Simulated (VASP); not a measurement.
Runs of VASP 6.6.1 on BaTiO3. The structure is that of space group Pm-3m (No. 221), or close to it. The cells are those of the table. 

```csv
task,level,potentials or basis,cell,cutoff (eV),second run,gap on the mesh (eV),pressure (GPa)
relaxation of the atoms,PBE,"VASP PAW PBE potentials, release 64 (Ba_sv, Ti_sv, O)","atoms relaxed from a = 4.006, b = 4.006, c = 4.046 Å, 5 atoms",520,-,1.70,1.7
single point,PBE,"VASP PAW PBE potentials, release 64 (Ba_sv, Ti_sv, O)","a = 3.924 Å, 5 atoms",520,-,1.86,(b)
single point,PBE,"VASP PAW PBE potentials, release 64 (Ba_sv, Ti_sv, O)","a = 3.979 Å, 5 atoms",520,-,1.78,7.2
single point,PBE,"VASP PAW PBE potentials, release 64 (Ba_sv, Ti_sv, O)","a = 3.952 Å, 5 atoms",520,-,1.82,11.3
electric field gradients,PBEsol,"VASP PAW PBE potentials, release 64 (Ba_sv, Ti_sv, O)","a = 4.006 Å, 5 atoms",520,-,(a),-2.8
single point,PBE,"VASP PAW PBE potentials, release 64 (Ba_sv, Ti_sv, O)","a = 4.006, b = 4.006, c = 4.086 Å, 5 atoms",520,-,1.66,(c)
single point,PBE,"VASP PAW PBE potentials, release 64 (Ba_sv, Ti_sv, O)","a = 4.006, b = 4.006, c = 3.926 Å, 5 atoms",520,-,1.74,7.3
relaxation of the atoms,PBE,"VASP PAW PBE potentials, release 64 (Ba_sv, Ti_sv, O)","atoms relaxed from a = 4.006, b = 4.006, c = 3.926 Å, 5 atoms",520,-,1.74,7.3
electric field gradients,PBE,"VASP PAW PBE potentials, release 64 (Ba_sv, Ti_sv, O)","a = 4.006 Å, 5 atoms",520,-,1.74,3.4
single point,PBE,"VASP PAW PBE potentials, release 64 (Ba_sv, Ti_sv, O)","a = 4.085 Å, 5 atoms",520,-,(d),-5.6
single point,PBE,"VASP PAW PBE potentials, release 64 (Ba_sv, Ti_sv, O_h)","a = 4.006, b = 4.006, c = 4.046 Å, 5 atoms",910,hard_potentials,1.70,1.4
single point,PBE,"VASP PAW PBE potentials, release 64 (Ba_sv, Ti_sv, O)","a = 4.006, b = 4.006, c = 3.966 Å, 5 atoms",520,-,1.74,5.3
```

Alike in all rows: no spin polarisation; k mesh 8 × 8 × 8; smearing fermi-dirac 0.02 eV.

**Question.** Fill in the values left out.

**Answer.** (a) 1.69; (b) 16.0; (c) 0.2; (d) 1.62.

Caveats: spin-orbit coupling is left out, which moves the levels of the heavy elements; the relaxation stopped at its first step, so nothing moved (some runs); the PAW data sets were made with another functional, which shifts forces and pressure a little (some runs); the cutoff is under 1.25 times the usual one of these potentials, so pressure, stress and relaxed cells hold a basis-set (Pulay) error (some runs).

A k mesh can miss the band edges, and the runs leave out spin-orbit coupling on Ba.
